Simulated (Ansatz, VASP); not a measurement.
# BaTiO3: VASP beside Ansatz

The input INCAR:

```
PREC = Accurate ; ENCUT = 520
EDIFF = 1E-8 ; ISMEAR = -1
SIGMA = 0.03 ; LREAL = False
LASPH = True ; NELM = 60
ALGO = Normal ; ISIF = 2
LWAVE = False ; LCHARG = False
GGA = PE ; LEFG = True
NBANDS = 28
```

The input KPOINTS:

```
Automatic mesh
0
Gamma
  7 7 7
```

Contents of POSCAR:

```
BaTiO3
1.0
    4.0130884697      0.0000000000      0.0000000000
    0.0000000000      4.0130884697      0.0000000000
    0.0000000000      0.0000000000      4.0313489353
Ba Ti O
1 1 3
Direct
    0.0000000000      0.0000000000      0.0000000000
    0.5000000000      0.5000000000      0.5000000000
    0.5000000000      0.5000000000      0.0000000000
    0.5000000000      0.0000000000      0.5000000000
    0.0000000000      0.5000000000      0.5000000000
```

Input for Ansatz:

```yaml
crystal:
  lattice:
    - [4.0130884697, 0.0, 0.0]
    - [0.0, 4.0130884697, 0.0]
    - [0.0, 0.0, 4.0313489353]
  atoms:
    - { symbol: Ba, position: [0.0, 0.0, 0.0] }
    - { symbol: Ti, position: [0.5, 0.5, 0.5] }
    - { symbol: O, position: [0.5, 0.5, 0.0] }
    - { symbol: O, position: [0.5, 0.0, 0.5] }
    - { symbol: O, position: [0.0, 0.5, 0.5] }
kpoints:
  mp_grid: { grid: [7, 7, 7] }
scf:
  occupations: { method: fermi_dirac, width: 0.03 }
hamiltonian:
  xc: pbe
  pseudopotentials: { kind: all_electron, datasets: crystal }
output:
  forces: true
  stress: true
  eigenvalues: true
  efg: { contact_densities: true }
```

Change from the starting cell: volume scaled by 1.01, crystal datasets.

Alike in both runs: task electric field gradients; functional PBE; k mesh 7 × 7 × 7; occupations fermi-dirac, width 0.03 eV; no spin polarisation.

|  | VASP | Ansatz |
| --- | --- | --- |
| version | VASP 6.6.1 | Ansatz 0.2.0 |
| potentials or method | VASP PAW PBE potentials, release 64 (Ba_sv, Ti_sv, O), cutoff 520 eV | all-electron PAW with datasets made for the crystal, scalar-relativistic |

|  | VASP | Ansatz | Ansatz less VASP |
| --- | --- | --- | --- |
| gap on the k mesh at the Fermi level (eV) | 1.78 | 1.84 | +0.059 |
| pressure (GPa) | 1.7 | 0.0 | -1.69 |
| traceless stress, the component that is largest in VASP (GPa) | -0.56 | -0.54 | +0.020 |
| size of Vzz on the site where it differs most (V/Å²) | 27.3 | 27.2 | -0.14 |

Ansatz ran all-electron here, and VASP with PAW potentials. Ansatz's warnings: printed levels off.

Neither program's run includes spin-orbit coupling.
